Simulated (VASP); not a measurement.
Zr3SnSe, 5 atoms in the cell. The structure is orthorhombic, space group Cmmm (No. 65). Conventional cell: a = 6.385 Å, b = 6.467 Å, c = 4.536 Å, α = 90.00°, β = 90.00°, γ = 90.00°. Within 3.0 Å of Zr (site symmetry mmm) lie 2 Sn at 2.27 Å. Within 3.0 Å of Zr (site symmetry 2/m) lie 2 Sn at 2.27 Å. Within 3.0 Å of Sn (site symmetry mmm) lie 6 Zr at 2.27 Å. Within 4.2 Å of Se (site symmetry mmm) lie 12 Zr at 3.19 to 3.23 Å and 8 Sn at 3.92 to 3.95 Å. The cell was built from a structure type or drawn by symmetry, and may not be a known phase.

* Program: VASP 6.6.1
* Task: relaxation of cell and atoms
* Functional: PBE
* Potentials or basis: VASP PAW PBE potentials, release 64 (Zr_sv, Sn_d, Se)
* Cutoff: 600 eV
* k mesh: 4 × 4 × 4
* Occupations: gaussian, width 0.1 eV
* Spin: no spin polarisation
* Dipole correction: no
* Further INCAR settings: ALGO = Normal; EDIFF = 1e-06; IBRION = 2; EDIFFG = -0.04; NSW = 90; ISIF = 3

Potentials or basis: VASP PAW PBE potentials, release 64 (Zr_sv, Sn_d, Se).

Command:

```console
$ cat potpaw_PBE.64/Zr_sv/POTCAR potpaw_PBE.64/Sn_d/POTCAR potpaw_PBE.64/Se/POTCAR > POTCAR
$ mpirun -np 1 vasp_std > vasp.out
```

Hardware: 1 thread of Intel(R) Xeon(R) 6975P-C (Granite Rapids), with other jobs on the host.

Estimate the wall time of this run.

Wall time 24 min on 1 thread of Intel(R) Xeon(R) 6975P-C (Granite Rapids), on a shared host, peak memory 0.27 GiB. Counts: scf iterations 290, k points 21, ion steps 30.
